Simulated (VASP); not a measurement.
# As (P6_3/mmc) in VASP: a series of runs

Runs on As. Level: PBE. Tasks: relaxation of cell and atoms.

All numbers are computed with VASP 6.6.1; they aren't measurements. Logs are shortened: lines on timing, memory, paths and dates and some standing lists are left out, and cuts for length are marked.

**1. The cell of the first run**

The structure is hexagonal, space group P6_3/mmc (No. 194). Conventional cell: a = 3.003 Å, b = 3.003 Å, c = 4.865 Å, α = 90.00°, β = 90.00°, γ = 120.00°. Within 3.9 Å of As (site symmetry -6m2) lie 12 As at 2.99 to 3.00 Å.

**2. Relaxation of cell and atoms, PBE**

INCAR reads:

```
SYSTEM = As
PREC     = Accurate       ! precision mode
ENCUT    = 600            ! plane-wave cutoff, eV
EDIFF    = 1E-6           ! SCF threshold, eV
ISMEAR   = -1             ! smearing method
SIGMA    = 0.05           ! smearing width, eV
LREAL    = .False.        ! projectors in reciprocal space
LASPH    = .True.         ! aspherical terms in the spheres
NELM     = 80             ! most SCF steps
ALGO     = Normal         ! electronic algorithm
ISIF     = 3              ! what is computed and relaxed
LWAVE    = .False.        ! write WAVECAR
LCHARG   = .False.        ! write CHGCAR
GGA      = PE             ! functional
IBRION   = 2              ! ionic algorithm
NSW      = 60             ! ionic steps
EDIFFG   = -0.005         ! ionic threshold
```

KPOINTS reads:

```
regular mesh
0
Gamma
  16 16 9
  0 0 0
```

POSCAR reads:

```
As
1.0
    3.0031658500      0.0000000000      0.0000000000
   -1.5015829250      2.6008179178      0.0000000000
    0.0000000000      0.0000000000      4.8651286769
As
2
Direct
    0.3333333333      0.6666666667      0.2500000000
    0.6666666667      0.3333333333      0.7500000000
```

Potentials or basis: VASP PAW PBE potentials, release 64 (As).

The run is started by

```bash
> cat potpaw_PBE.64/As/POTCAR > POTCAR
> mpirun -np 1 vasp_std > vasp.out
```

OUTCAR:

```text
SYSTEM = As
   PREC = Accurate
   ENCUT = 600
   EDIFF = 1E-6
   ISMEAR = -1
   LREAL = .False.
   LASPH = .True.
   NELM = 80
   ISIF = 3
   GGA = PE
   IBRION = 2
   NSW = 60
   EDIFFG = -0.005

 ion  position               nearest neighbor table
   1  0.333  0.667  0.250-
   2  0.667  0.333  0.750-

  LATTYP: Found a hexagonal cell.
 ALAT       =     3.0031658500
 C/A-ratio  =     1.6200000000

  Lattice vectors:

 A1 = (   3.0031658500,   0.0000000000,   0.0000000000)
 A2 = (  -1.5015829250,   2.6008179178,   0.0000000000)
 A3 = (   0.0000000000,   0.0000000000,   4.8651286769)

Analysis of symmetry for initial positions (statically):
=====================================================================
 Subroutine PRICEL returns:
 Original cell was already a primitive cell.

 Routine SETGRP: Setting up the symmetry group for a
 hexagonal supercell.

 Subroutine GETGRP returns: Found 24 space group operations
 (whereof 12 operations were pure point group operations)
 out of a pool of 24 trial point group operations.

The static configuration has the point symmetry D_3d.
 The point group associated with its full space group is D_6h.

Analysis of symmetry for dynamics (positions and initial velocities):
=====================================================================
 Subroutine PRICEL returns:
 Original cell was already a primitive cell.

 Routine SETGRP: Setting up the symmetry group for a
 hexagonal supercell.

 Subroutine GETGRP returns: Found 24 space group operations
 (whereof 12 operations were pure point group operations)
 out of a pool of 24 trial point group operations.

The dynamic configuration has the point symmetry D_3d.
 The point group associated with its full space group is D_6h.

 Subroutine INISYM returns: Found 24 space group operations
 (whereof 12 operations are pure point group operations),
 and found     1 'primitive' translations

----------------------------------------------------------------------------------------

                                     Primitive cell

  volume of cell :      38.0000

  direct lattice vectors                    reciprocal lattice vectors
     3.003165850  0.000000000  0.000000000     0.332981943  0.192247214  0.000000000
    -1.501582925  2.600817918  0.000000000     0.000000000  0.384494429  0.000000000
     0.000000000  0.000000000  4.865128677     0.000000000  0.000000000  0.205544409

  length of vectors
     3.003165850  3.003165850  4.865128677     0.384494429  0.384494429  0.205544409

  position of ions in fractional coordinates (direct lattice)
     0.333333333  0.666666667  0.250000000
     0.666666667  0.333333333  0.750000000

  ion indices of the primitive-cell ions
   primitive index   ion index
                 1           1
                 2           2

----------------------------------------------------------------------------------------

 KPOINTS: regular mesh

Automatic generation of k-mesh.
 Grid dimensions read from file:
 generate k-points for:   16   16    9

 Generating k-lattice:

  Cartesian coordinates                     Fractional coordinates (reciprocal lattice)
     0.020811371  0.012015451  0.000000000     0.062500000  0.000000000  0.000000000
     0.000000000  0.024030902  0.000000000     0.000000000  0.062500000  0.000000000
     0.000000000  0.000000000  0.022838268     0.000000000  0.000000000  0.111111111

  Length of vectors
     0.024030902  0.024030902  0.022838268

  Shift w.r.t. Gamma in fractional coordinates (k-lattice)
     0.000000000  0.000000000  0.000000000

 Subroutine IBZKPT returns following result:
 ===========================================

 Found    150 irreducible k-points:

 Following reciprocal coordinates:
            Coordinates               Weight
  0.000000  0.000000  0.000000      1.000000
  0.062500  0.000000  0.000000      6.000000
  0.125000  0.000000  0.000000      6.000000
  0.187500 -0.000000  0.000000      6.000000
  0.250000  0.000000  0.000000      6.000000
  0.312500 -0.000000  0.000000      6.000000
[... 16 lines left out ...]
  0.187500  0.187500  0.000000      6.000000
  0.250000  0.187500  0.000000     12.000000
 [... further k-points ...]
   k-points           NKPTS =    150   k-points in BZ     NKDIM =    150   number of bands    NBANDS=      9
   number of dos      NEDOS =    301   number of ions     NIONS =      2
   total plane-waves  NPLWV =  23040
   dimension x,y,z NGX =    24 NGY =   24 NGZ =   40
   dimension x,y,z NGXF=    48 NGYF=   48 NGZF=   80
   ions per type =               2
   NGX,Y,Z   is equivalent  to a cutoff of  13.29, 13.29, 13.67 a.u.
   NGXF,Y,Z  is equivalent  to a cutoff of  26.57, 26.57, 27.34 a.u.
 SYSTEM =  As
   PREC   = accura    normal or accurate (medium, high low for compatibility)
   ISTART =      0    job   : 0-new  1-cont  2-samecut
   ICHARG =      2    charge: 1-file 2-atom 10-const
   ISPIN  =      1    spin polarized calculation?
   LNONCOLLINEAR =      F non collinear calculations
   LSORBIT =      F    spin-orbit coupling
   LASPH  =      T    aspherical Exc in radial PAW
   ENCUT  =  600.0 eV  44.10 Ry    6.64 a.u.   6.00  6.00  9.72*2*pi/ulx,y,z
   NELM   =     80;   NELMIN=  2; NELMDL= -5     # of ELM steps
   EDIFF  = 0.1E-05   stopping-criterion for ELM
   LREAL  =      F    real-space projection
   EDIFFG = -.5E-02   stopping-criterion for IOM
   NSW    =     60    number of steps for IOM
   IBRION =      2    ionic relax: 0-MD 1-quasi-New 2-CG
   NFREE  =      1    steps in history (QN), initial steepest desc. (CG)
   ISIF   =      3    stress and relaxation
   ISYM   =      2    0-nonsym 1-usesym 2-fastsym
   POTIM  = 0.5000    time-step for ionic-motion
   TEBEG  =    0.0;   TEEND  =   0.0 temperature during run
   PSTRESS=    0.0 pullay stress
   NELECT =      10.0000    total number of electrons
   NUPDOWN=      -1.0000    fix difference up-down
   EMIN   =  10.00;   EMAX   =-10.00  energy-range for DOS
   EFERMI =   0.00;   METHOD = LEGACY
   ISMEAR =    -1;   SIGMA  =   0.05  broadening in eV -4-tet -1-fermi 0-gaus
   EFERMI_NEDOS =   21; number of points for ismear=-14 and -15
   IALGO  =     38    algorithm
   IMIX   =      4    mixing-type and parameters
     AMIX     =   0.40;   BMIX     =  1.00
     AMIX_MAG =   1.60;   BMIX_MAG =  1.00
  volume/ion in A,a.u.               =      19.00       128.22
  Fermi-wavevector in a.u.,A,eV,Ry     =   1.049092  1.982497 14.974495  1.100594
  Thomas-Fermi vector in A             =   2.184041
   LORBIT       =      0    0 simple, 1 ext, 2 COOP (PROOUT), +10 PAW based schemes
   GGA     = PE    functional components
   LHFCALC =     F    Hartree Fock is set to
   AEXX    =    0.0000 exact exchange contribution
   IVDW    =     0    specifies the selected vdW correction
   LEPSILON=     F    determine dielectric tensor
   LRPA    =     F    only Hartree local field effects (RPA)
 conjugate gradient relaxation of ions
 non-spin polarized calculation
  energy-cutoff  :      600.00
  volume of cell :       38.00
 maximum number of plane-waves:      1291
 NGX is ok and might be reduce to    24
   NGX = 11   NGY = 11   NGZ = 19

--------------------------------------- Ionic step        1  -------------------------------------------

 number of electron      10.0000000 magnetization

 Free energy of the ion-electron system (eV)
  ---------------------------------------------------
  ext. energy  EPLUGINS =         0.00000000
  ---------------------------------------------------
  free energy    TOTEN  =        -8.33737619 eV

  energy without entropy =       -8.32600427  energy(sigma->0) =       -8.33169023

------------------------ aborting loop because EDIFF is reached ----------------------------------------

  FORCE on cell =-STRESS in cart. coord.  units (eV):
  Direction    XX          YY          ZZ          XY          YZ          ZX
  --------------------------------------------------------------------------------------
  -------------------------------------------------------------------------------------
  Total        0.3531593      0.3531593      0.2246825      0.0000000      0.0000000      0.0000000
  in kB       14.8901001     14.8901001      9.4731916      0.0000000      0.0000000      0.0000000
  external PRESSURE =      13.0844639 kB  Pullay stress =       0.0000000 kB
[... 237 lines left out ...]
  energy  without entropy=       -8.3349410766  energy(sigma->0) =       -8.33931044

--------------------------------------- Ionic step        8  -------------------------------------------

 number of electron       9.9999999 magnetization

 Free energy of the ion-electron system (eV)
  ---------------------------------------------------
  ext. energy  EPLUGINS =         0.00000000
  ---------------------------------------------------
  free energy    TOTEN  =        -8.34405245 eV

  energy without entropy =       -8.33586296  energy(sigma->0) =       -8.33995771

 E-fermi :   6.4527     XC(G=0): -10.7291

 val. band max:        6.4311893372   @ k =   0.4375   0.0625   0.0000
 cond. band min:       6.4615143793   @ k =   0.2500   0.2500   0.2222
 fundamental gap:      0.0303250421
 Fermi energy:         6.4527440722

 k-point     1 :       0.0000    0.0000    0.0000
  band No.  band energies     occupation
      1      -8.6374      2.00000
      2      -3.7879      2.00000
      3      -0.1491      2.00000
      4       9.7965      0.00000
      5       9.7965      0.00000
      6      11.6475      0.00000
      7      11.6475      0.00000
      8      12.7588      0.00000
      9      15.0526      0.00000
[... 265 lines left out ...]
 k-point    24 :       0.2500    0.1875    0.0000
  band No.  band energies     occupation
      1      -5.8788      2.00000
      2      -2.2201      2.00000
      3       2.5751      2.00000
      4       2.6759      2.00000
      5       3.5517      2.00000
      6       6.6226      0.06483
      7       8.2440      0.00000
      8       8.3047      0.00000
      9      13.2789      0.00000

 [... further k-points ...]

------------------------ aborting loop because EDIFF is reached ----------------------------------------

  FORCE on cell =-STRESS in cart. coord.  units (eV):
  Direction    XX          YY          ZZ          XY          YZ          ZX
  --------------------------------------------------------------------------------------
  -------------------------------------------------------------------------------------
  Total        0.0013052      0.0013052      0.0062190      0.0000000      0.0000000      0.0000000
  in kB        0.0543473      0.0543473      0.2589588      0.0000000      0.0000000      0.0000000
  external PRESSURE =       0.1225511 kB  Pullay stress =       0.0000000 kB
[... 17 lines left out ...]
  FREE ENERGIE OF THE ION-ELECTRON SYSTEM (eV)
  ---------------------------------------------------
  free  energy   TOTEN  =        -8.3440524530 eV

  energy  without entropy=       -8.3358629617  energy(sigma->0) =       -8.33995771

 reached required accuracy - stopping structural energy minimisation
```

Run time: 1.9 min. Hardware: 1 thread of Intel Xeon 6975P-C, shared host; peak memory 0.21 GiB.

What came out:

| Item | Value |
| --- | --- |
| Free energy | -8.3441 eV |
| Relaxed volume | 19.24 Å³/atom |
| Relaxed cell | a = 3.054 Å, b = 3.054 Å, c = 4.764 Å, α = 90.00°, β = 90.00°, γ = 120.00° |
| Space group after relaxing (to 0.05 Å) | P6_3/mmc (No. 194) |
| Energy gained by relaxing | 3.3 meV/atom |
| Ionic steps | 8 |
| Pressure after relaxing | 0.0 GPa |
| Band gap on the k mesh | zero (band 5 reaches 10.56 eV, above the bottom of band 6 at 3.26 eV) |

The path:
| step | energy change (eV) | largest force (eV/Å) | pressure (GPa) | volume (Å³) |
| --- | --- | --- | --- | --- |
| 1 | 0.0000 | 0.0000 | 1.31 | 38.00 |
| 2 | -0.0022 | 0.0000 | -0.53 | 38.86 |
| 3 | -0.0026 | 0.0000 | -0.03 | 38.62 |
| 4 | -0.0027 | 0.0000 | -0.05 | 38.61 |
| 5 | -0.0035 | 0.0000 | -0.10 | 38.59 |
| 6 | -0.0055 | 0.0000 | -0.10 | 38.54 |
| 7 | -0.0063 | 0.0000 | 0.12 | 38.44 |
| 8 | -0.0067 | 0.0000 | 0.01 | 38.48 |

Final structure:
```xyz
2
Lattice="3.0539 0.0000 0.0000 -1.5269 2.6447 0.0000 0.0000 0.0000 4.7640" Properties=species:S:1:pos:R:3 pbc="T T T"
As    0.0000    1.7631    1.1910
As    1.5269    0.8816    3.5730
```

**3. Relaxation of cell and atoms, PBE**

This run uses another cell than the first one, of 19.23 Å³/atom, 1.012 times its volume.

INCAR reads:

```
ALGO = Normal
EDIFF = 1E-6
EDIFFG = -0.005
ENCUT = 600
GGA = PE
IBRION = 2
ISIF = 3
ISMEAR = -1
LASPH = True
LCHARG = False
LREAL = False
LWAVE = False
NELM = 100
NSW = 45
PREC = Accurate
SIGMA = 0.05
```

KPOINTS reads:

```
k-points
0
Gamma
  16 16 9
```

POSCAR reads:

```
As
1.0
    3.0532622701      0.0000000000      0.0000000000
   -1.5266311350      2.6442026903      0.0000000000
    0.0000000000      0.0000000000      4.7628345845
As
2
Direct
    0.3333333333      0.6666666667      0.2500000000
    0.6666666667      0.3333333333      0.7500000000
```

Potentials or basis: VASP PAW PBE potentials, release 64 (As).

The run is started by

```bash
> cat potpaw_PBE.64/As/POTCAR > POTCAR
> mpirun -np 1 vasp_std > vasp.out
```

OUTCAR:

```text
EDIFF = 1E-6
   EDIFFG = -0.005
   ENCUT = 600
   GGA = PE
   IBRION = 2
   ISIF = 3
   ISMEAR = -1
   LASPH = True
   LREAL = False
   NELM = 100
   NSW = 45
   PREC = Accurate

 ion  position               nearest neighbor table
   1  0.333  0.667  0.250-
   2  0.667  0.333  0.750-

  LATTYP: Found a hexagonal cell.
 ALAT       =     3.0532622701
 C/A-ratio  =     1.5599166279

  Lattice vectors:

[... 526 lines left out ...]

  FORCE on cell =-STRESS in cart. coord.  units (eV):
  Direction    XX          YY          ZZ          XY          YZ          ZX
  --------------------------------------------------------------------------------------
  -------------------------------------------------------------------------------------
  Total       -0.0028465     -0.0028465     -0.0005713     -0.0000000      0.0000000      0.0000000
  in kB       -0.1185002     -0.1185002     -0.0237829     -0.0000000      0.0000000      0.0000000
  external PRESSURE =      -0.0869278 kB  Pullay stress =       0.0000000 kB

 VOLUME and BASIS-vectors are now :
 -----------------------------------------------------------------------------
  energy-cutoff  :      600.00
  volume of cell :       38.49
      direct lattice vectors                 reciprocal lattice vectors
     3.054029936  0.000000000  0.000000000     0.327436214  0.189045386 -0.000000000
    -1.527014968  2.644867508 -0.000000000    -0.000000000  0.378090773  0.000000000
     0.000000000  0.000000000  4.764666830    -0.000000000  0.000000000  0.209878263

 POSITION                                       TOTAL-FORCE (eV/Angst)
 -----------------------------------------------------------------------------------
     -0.00000      1.76325      1.19117        -0.000000      0.000000      0.000000
      1.52701      0.88162      3.57350         0.000000     -0.000000     -0.000000
 -----------------------------------------------------------------------------------
    total drift:                               -0.000000      0.000000      0.000000

  FREE ENERGIE OF THE ION-ELECTRON SYSTEM (eV)
  ---------------------------------------------------
  free  energy   TOTEN  =        -8.3440657887 eV

  energy  without entropy=       -8.3358739324  energy(sigma->0) =       -8.33996986

 reached required accuracy - stopping structural energy minimisation
```

CONTCAR:

```text
As
   1.00000000000000
     3.0540299355743805    0.0000000000000145    0.0000000000000000
    -1.5270149677371652    2.6448675081023976   -0.0000000000000000
     0.0000000000000000    0.0000000000000000    4.7646668297026169
  As
     2
Direct
     0.3333333332999970    0.6666666667000030    0.2500000000000000
     0.6666666667000030    0.3333333332999970    0.7500000000000000

  0.00000000E+00  0.00000000E+00  0.00000000E+00
  0.00000000E+00  0.00000000E+00  0.00000000E+00
```

Wall time 32 s (1 thread of Intel Xeon 6975P-C, shared host); peak memory 0.21 GiB.

Results:

| Quantity | Value |
| --- | --- |
| Free energy | -8.3441 eV |
| Relaxed volume | 19.24 Å³/atom |
| Relaxed cell | a = 3.054 Å, b = 3.054 Å, c = 4.765 Å, α = 90.00°, β = 90.00°, γ = 120.00° |
| Space group after relaxing (to 0.05 Å) | P6_3/mmc (No. 194) |
| Energy gained by relaxing | 0.0 meV/atom |
| Ionic steps | 2 |
| Pressure after relaxing | 0.0 GPa |
| Band gap on the k mesh | zero (band 5 reaches 10.56 eV, above the bottom of band 6 at 3.26 eV) |

Final structure:
```xyz
2
Lattice="3.0540 0.0000 0.0000 -1.5270 2.6449 0.0000 0.0000 0.0000 4.7647" Properties=species:S:1:pos:R:3 pbc="T T T"
As    0.0000    1.7632    1.1912
As    1.5270    0.8816    3.5735
```

Levels at points of the mesh, in eV from the Fermi level:
| k point | band 2 | band 3 | band 4 | band 5 | band 6 | band 7 | band 8 | band 9 |
| --- | --- | --- | --- | --- | --- | --- | --- | --- |
| (0.00, 0.00, 0.00) | -10.24 | -6.60 | 3.34 | 3.34 | 5.19 | 5.19 | 6.30 | 8.60 |
| (0.50, 0.00, 0.00) | -9.54 | -4.82 | -3.10 | -2.64 | -0.19 | 0.10 | 4.01 | 5.08 |
